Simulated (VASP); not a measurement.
# Mg2ZnO3 (P-3m1) in VASP: single point with r2SCAN

Aim: the single point of Mg2ZnO3 with r2SCAN.

Program: VASP 6.6.1. These are calculated values, not measurements. Logs are shortened: lines on timing, memory, paths and dates and some standing lists are left out, and cuts for length are marked.

### Step 1. The cell of the first run

It takes space group P-3m1 (No. 164, trigonal). The conventional cell has a = 2.991 Å, b = 2.991 Å, c = 7.306 Å, α = 90.00°, β = 90.00°, γ = 120.00°. Within 2.8 Å of Mg (site symmetry 3m) lie 6 O at 2.10 to 2.11 Å. Within 2.8 Å of Zn (site symmetry -3m) lie 6 O at 2.13 Å. Within 2.8 Å of O (site symmetry 3m) lie 3 Mg at 2.10 Å and 3 Zn at 2.13 Å. Within 2.8 Å of O (site symmetry -3m) lie 6 Mg at 2.11 Å.

### Step 2. Single point, r2SCAN

Contents of POSCAR:

```
Mg2ZnO3
1.0
    2.9912043486      0.0000000000      0.0000000000
   -1.4956021743      2.5904589538      0.0000000000
    0.0000000000      0.0000000000      7.3061051335
Mg Zn O
2 1 3
Direct
    0.3333333333      0.6666666667      0.6659208986
    0.6666666667      0.3333333333      0.3340791014
    0.0000000000      0.0000000000      0.0000000000
    0.3333333333      0.6666666667      0.1717360261
    0.6666666667      0.3333333333      0.8282639739
    0.0000000000      0.0000000000      0.5000000000
```

Contents of INCAR.step1:

```
SYSTEM = Mg2ZnO3
ALGO = Normal
EDIFF = 1E-4
ENCUT = 520
GGA = PE
ISMEAR = 0
LASPH = .TRUE.
LCHARG = .FALSE.
LREAL = .FALSE.
LWAVE = .TRUE.
NBANDS = 26
NELM = 60
PREC = Accurate
SIGMA = 0.01
```

Contents of INCAR.step2:

```
SYSTEM = Mg2ZnO3
ALGO = Normal
EDIFF = 1E-6
ENCUT = 520
ISIF = 2
ISMEAR = 0
ISTART = 1
LASPH = .TRUE.
LCHARG = .TRUE.
LELF = .TRUE.
LMIXTAU = .TRUE.
LREAL = .FALSE.
LVHAR = .TRUE.
LWAVE = .FALSE.
METAGGA = R2SCAN
NBANDS = 26
NELM = 60
PREC = Accurate
SIGMA = 0.01
```

Contents of KPOINTS:

```
k-points
0
G
  6 6 2
  0 0 0
```

Potentials or basis: VASP PAW PBE potentials, release 64 (Mg, Zn, O).

On the command line:

```sh
cat potpaw_PBE.64/Mg/POTCAR potpaw_PBE.64/Zn/POTCAR potpaw_PBE.64/O/POTCAR > POTCAR
cp INCAR.step1 INCAR
mpirun -np 1 vasp_std > vasp.out
cp INCAR.step2 INCAR
mpirun -np 1 vasp_std > vasp.out
```

OUTCAR:

```text
SYSTEM = Mg2ZnO3
   EDIFF = 1E-6
   ENCUT = 520
   ISIF = 2
   ISMEAR = 0
   ISTART = 1
   LASPH = .TRUE.
   LREAL = .FALSE.
   METAGGA = R2SCAN
   NELM = 60
   PREC = Accurate

 ion  position               nearest neighbor table
   1  0.333  0.667  0.666-   5 2.10   5 2.10   5 2.10   6 2.11   6 2.11   6 2.11   2 2.98   2 2.98
                             2 2.98   3 2.99   3 2.99   3 2.99
   2  0.667  0.333  0.334-   4 2.10   4 2.10   4 2.10   6 2.11   6 2.11   6 2.11   1 2.98   1 2.98
                             1 2.98   3 2.99   3 2.99   3 2.99
   3  0.000  0.000  0.000-   4 2.13   5 2.13   5 2.13   4 2.13   5 2.13   4 2.13   1 2.99   2 2.99
                             1 2.99   2 2.99   2 2.99   1 2.99
   4  0.333  0.667  0.172-   2 2.10   2 2.10   2 2.10   3 2.13   3 2.13   3 2.13
   5  0.667  0.333  0.828-   1 2.10   1 2.10   1 2.10   3 2.13   3 2.13   3 2.13
   6  0.000  0.000  0.500-   1 2.11   2 2.11   2 2.11   1 2.11   2 2.11   1 2.11

  LATTYP: Found a hexagonal cell.
 ALAT       =     2.9912043486
 C/A-ratio  =     2.4425295908

  Lattice vectors:

 A1 = (   2.9912043486,   0.0000000000,   0.0000000000)
 A2 = (  -1.4956021743,   2.5904589538,   0.0000000000)
 A3 = (   0.0000000000,   0.0000000000,   7.3061051335)

Analysis of symmetry for initial positions (statically):
=====================================================================
 Subroutine PRICEL returns:
 Original cell was already a primitive cell.

 Routine SETGRP: Setting up the symmetry group for a
 hexagonal supercell.

 Subroutine GETGRP returns: Found 12 space group operations
 (whereof 12 operations were pure point group operations)
 out of a pool of 24 trial point group operations.

The static configuration has the point symmetry D_3d.

Analysis of symmetry for dynamics (positions and initial velocities):
=====================================================================
 Subroutine PRICEL returns:
 Original cell was already a primitive cell.

 Routine SETGRP: Setting up the symmetry group for a
 hexagonal supercell.

 Subroutine GETGRP returns: Found 12 space group operations
 (whereof 12 operations were pure point group operations)
 out of a pool of 24 trial point group operations.

The dynamic configuration has the point symmetry D_3d.

 Subroutine INISYM returns: Found 12 space group operations
 (whereof 12 operations are pure point group operations),
 and found     1 'primitive' translations

----------------------------------------------------------------------------------------

                                     Primitive cell

  volume of cell :      56.6120

  direct lattice vectors                    reciprocal lattice vectors
     2.991204349  0.000000000  0.000000000     0.334313502  0.193015990  0.000000000
    -1.495602174  2.590458954  0.000000000     0.000000000  0.386031980  0.000000000
     0.000000000  0.000000000  7.306105134     0.000000000  0.000000000  0.136871833

  length of vectors
     2.991204349  2.991204349  7.306105134     0.386031980  0.386031980  0.136871833

  position of ions in fractional coordinates (direct lattice)
     0.333333333  0.666666667  0.665920899
     0.666666667  0.333333333  0.334079101
     0.000000000  0.000000000  0.000000000
     0.333333333  0.666666667  0.171736026
     0.666666667  0.333333333  0.828263974
     0.000000000  0.000000000  0.500000000

  ion indices of the primitive-cell ions
   primitive index   ion index
                 1           1
                 2           2
                 3           3
                 4           4
                 5           5
                 6           6

----------------------------------------------------------------------------------------

 KPOINTS: k-points

Automatic generation of k-mesh.
 Grid dimensions read from file:
 generate k-points for:    6    6    2

 Generating k-lattice:

  Cartesian coordinates                     Fractional coordinates (reciprocal lattice)
     0.055718917  0.032169332  0.000000000     0.166666667 -0.000000000  0.000000000
     0.000000000  0.064338663  0.000000000     0.000000000  0.166666667  0.000000000
     0.000000000  0.000000000  0.068435916     0.000000000  0.000000000  0.500000000

  Length of vectors
     0.064338663  0.064338663  0.068435916

  Shift w.r.t. Gamma in fractional coordinates (k-lattice)
     0.000000000  0.000000000  0.000000000

 Subroutine IBZKPT returns following result:
 ===========================================

 Found     14 irreducible k-points:

 Following reciprocal coordinates:
            Coordinates               Weight
  0.000000  0.000000  0.000000      1.000000
  0.166667 -0.000000  0.000000      6.000000
  0.333333  0.000000  0.000000      6.000000
  0.500000  0.000000  0.000000      3.000000
  0.166667  0.166667  0.000000      6.000000
  0.333333  0.166667  0.000000     12.000000
  0.333333  0.333333  0.000000      2.000000
  0.000000  0.000000  0.500000      1.000000
  0.166667 -0.000000  0.500000      6.000000
  0.333333  0.000000  0.500000      6.000000
  0.500000  0.000000  0.500000      3.000000
  0.166667  0.166667  0.500000      6.000000
  0.333333  0.166667  0.500000     12.000000
  0.333333  0.333333  0.500000      2.000000
   k-points           NKPTS =     14   k-points in BZ     NKDIM =     14   number of bands    NBANDS=     26
   number of dos      NEDOS =    301   number of ions     NIONS =      6
   total plane-waves  NPLWV =  31104
   dimension x,y,z NGX =    24 NGY =   24 NGZ =   54
   dimension x,y,z NGXF=    48 NGYF=   48 NGZF=  108
   ions per type =               2   1   3
   NGX,Y,Z   is equivalent  to a cutoff of  13.34, 13.34, 12.29 a.u.
   NGXF,Y,Z  is equivalent  to a cutoff of  26.68, 26.68, 24.57 a.u.
 SYSTEM =  Mg2ZnO3
   PREC   = accura    normal or accurate (medium, high low for compatibility)
   ISTART =      1    job   : 0-new  1-cont  2-samecut
   ICHARG =      0    charge: 1-file 2-atom 10-const
   ISPIN  =      1    spin polarized calculation?
   LNONCOLLINEAR =      F non collinear calculations
   LSORBIT =      F    spin-orbit coupling
   LASPH  =      T    aspherical Exc in radial PAW
   ENCUT  =  520.0 eV  38.22 Ry    6.18 a.u.   5.56  5.56 13.58*2*pi/ulx,y,z
   NELM   =     60;   NELMIN=  2; NELMDL=  0     # of ELM steps
   EDIFF  = 0.1E-05   stopping-criterion for ELM
   LREAL  =      F    real-space projection
   EDIFFG = 0.1E-04   stopping-criterion for IOM
   NSW    =      0    number of steps for IOM
   IBRION =     -1    ionic relax: 0-MD 1-quasi-New 2-CG
   NFREE  =      0    steps in history (QN), initial steepest desc. (CG)
   ISIF   =      2    stress and relaxation
   ISYM   =      2    0-nonsym 1-usesym 2-fastsym
   POTIM  = 0.5000    time-step for ionic-motion
   TEBEG  =    0.0;   TEEND  =   0.0 temperature during run
   PSTRESS=    0.0 pullay stress
   NELECT =      34.0000    total number of electrons
   NUPDOWN=      -1.0000    fix difference up-down
   EMIN   =  10.00;   EMAX   =-10.00  energy-range for DOS
   EFERMI =   0.00;   METHOD = LEGACY
   ISMEAR =     0;   SIGMA  =   0.01  broadening in eV -4-tet -1-fermi 0-gaus
   EFERMI_NEDOS =   21; number of points for ismear=-14 and -15
   IALGO  =     38    algorithm
   IMIX   =      4    mixing-type and parameters
     AMIX     =   0.40;   BMIX     =  1.00
     AMIX_MAG =   1.60;   BMIX_MAG =  1.00
  volume/ion in A,a.u.               =       9.44        63.67
  Fermi-wavevector in a.u.,A,eV,Ry     =   1.381226  2.610140 25.957013  1.907787
  Thomas-Fermi vector in A             =   2.506030
   LORBIT       =      0    0 simple, 1 ext, 2 COOP (PROOUT), +10 PAW based schemes
   METAGGA = R2SCAN    functional components
   LHFCALC =     F    Hartree Fock is set to
   AEXX    =    0.0000 exact exchange contribution
   IVDW    =     0    specifies the selected vdW correction
   LEPSILON=     F    determine dielectric tensor
   LRPA    =     F    only Hartree local field effects (RPA)
 non-spin polarized calculation
 Gauss-broadening in eV      SIGMA  =   0.01
  energy-cutoff  :      520.00
  volume of cell :       56.61
 maximum number of plane-waves:      1563
 NGX is ok and might be reduce to    24
   NGX = 11   NGY = 11   NGZ = 27

 number of electron      34.0000006 magnetization

 Free energy of the ion-electron system (eV)
  ---------------------------------------------------
  ext. energy  EPLUGINS =         0.00000000
  ---------------------------------------------------
  free energy    TOTEN  =       -50.27303747 eV

  energy without entropy =      -50.27303747  energy(sigma->0) =      -50.27303747

 E-fermi :   2.9185     XC(G=0): -12.1367

 val. band max:        2.7826957629   @ k =   0.0000   0.0000   0.5000
 cond. band min:       6.6572586157   @ k =   0.0000   0.0000   0.0000
 fundamental gap:      3.8745628529
 Fermi energy:         2.9185252294

 k-point     1 :       0.0000    0.0000    0.0000
  band No.  band energies     occupation
      1     -16.0248      2.00000
      2     -15.1766      2.00000
      3     -14.9572      2.00000
      4      -2.8973      2.00000
      5      -2.0605      2.00000
      6      -2.0604      2.00000
[... 18 lines left out ...]
     25      19.5977      0.00000
     26      19.5978      0.00000

 k-point     2 :       0.1667   -0.0000    0.0000
  band No.  band energies     occupation
      1     -15.7721      2.00000
      2     -15.0444      2.00000
      3     -14.8132      2.00000
      4      -2.6285      2.00000
      5      -2.3749      2.00000
      6      -1.9812      2.00000
[... 18 lines left out ...]
     25      18.1378      0.00000
     26      18.8279      0.00000

 k-point     3 :       0.3333    0.0000    0.0000
  band No.  band energies     occupation
      1     -15.1843      2.00000
      2     -14.7800      2.00000
      3     -14.5248      2.00000
      4      -2.7116      2.00000
      5      -2.3898      2.00000
      6      -1.9761      2.00000
[... 282 lines left out ...]
 k-point    13 :       0.3333    0.1667    0.5000
  band No.  band energies     occupation
      1     -14.7921      2.00000
      2     -14.7110      2.00000
      3     -14.3753      2.00000
      4      -2.9033      2.00000
      5      -2.3736      2.00000
      6      -2.0849      2.00000
[... 18 lines left out ...]
     25      16.2983      0.00000
     26      17.2019      0.00000

 k-point    14 :       0.3333    0.3333    0.5000
  band No.  band energies     occupation
      1     -14.6188      2.00000
      2     -14.6188      2.00000
      3     -14.3279      2.00000
      4      -2.4167      2.00000
      5      -2.4167      2.00000
      6      -2.3093      2.00000
[... 18 lines left out ...]
     25      16.2104      0.00000
     26      16.2104      0.00000

------------------------ aborting loop because EDIFF is reached ----------------------------------------

  FORCE on cell =-STRESS in cart. coord.  units (eV):
  Direction    XX          YY          ZZ          XY          YZ          ZX
  --------------------------------------------------------------------------------------
  -------------------------------------------------------------------------------------
  Total       -0.1145825     -0.1145825     -0.0792698     -0.0000000      0.0000000      0.0000000
  in kB       -3.2428012     -3.2428012     -2.2434160     -0.0000000      0.0000000      0.0000000
  external PRESSURE =      -2.9096728 kB  Pullay stress =       0.0000000 kB

 VOLUME and BASIS-vectors are now :
 -----------------------------------------------------------------------------
  energy-cutoff  :      520.00
  volume of cell :       56.61
      direct lattice vectors                 reciprocal lattice vectors
     2.991204349  0.000000000  0.000000000     0.334313502  0.193015990  0.000000000
    -1.495602174  2.590458954  0.000000000     0.000000000  0.386031980  0.000000000
     0.000000000  0.000000000  7.306105134     0.000000000  0.000000000  0.136871833

 POSITION                                       TOTAL-FORCE (eV/Angst)
 -----------------------------------------------------------------------------------
     -0.00000      1.72697      4.86529        -0.000000      0.000000     -0.005812
      1.49560      0.86349      2.44082        -0.000000     -0.000000      0.005812
      0.00000      0.00000      0.00000         0.000000      0.000000      0.000000
     -0.00000      1.72697      1.25472         0.000000     -0.000000      0.104120
      1.49560      0.86349      6.05138         0.000000      0.000000     -0.104120
      0.00000      0.00000      3.65305         0.000000      0.000000      0.000000
 -----------------------------------------------------------------------------------
    total drift:                               -0.000000      0.000000      0.000000

  FREE ENERGIE OF THE ION-ELECTRON SYSTEM (eV)
  ---------------------------------------------------
  free  energy   TOTEN  =       -50.2730374693 eV

  energy  without entropy=      -50.2730374693  energy(sigma->0) =      -50.27303747
```

Run time: 57 s. Hardware: 1 thread of Intel Xeon 6975P-C (Granite Rapids), shared host; peak memory 0.18 GiB.

What came out:

| Property | Result |
| --- | --- |
| Free energy | -50.2730 eV |
| Pressure | -0.3 GPa |
| Largest force | 0.104 eV/Å |
| Band gap on the k mesh | 3.87 eV, indirect (least direct gap 3.96 eV) |

Forces in eV/Å, atoms in the order of the input:
```
Mg   0.000  0.000 -0.006
Mg   0.000  0.000  0.006
Zn   0.000  0.000  0.000
O    0.000  0.000  0.104
O    0.000  0.000 -0.104
O    0.000  0.000  0.000
```

Stress tensor (GPa, compression positive):
```
-0.32  0.00  0.00
 0.00 -0.32  0.00
 0.00  0.00 -0.22
```

Levels at points of the mesh, in eV from the valence-band top:
```tsv
k point	band 14	band 15	band 16	band 17	band 18	band 19	band 20	band 21
(0.00, 0.00, 0.00)	-0.54	-0.54	-0.08	-0.08	3.87	7.34	7.69	12.52
(0.50, 0.00, 0.00)	-1.83	-1.32	-0.72	-0.36	7.60	8.45	9.68	10.58
(0.00, 0.00, 0.50)	-0.83	-0.83	0.00	0.00	4.89	6.30	7.87	12.87
(0.50, 0.00, 0.50)	-1.92	-1.49	-0.29	-0.26	7.68	7.82	10.10	11.48
```

Caveat: the k points lie up to 0.43 Å⁻¹ apart; the PAW data sets were made with another functional, which shifts forces and pressure a little.
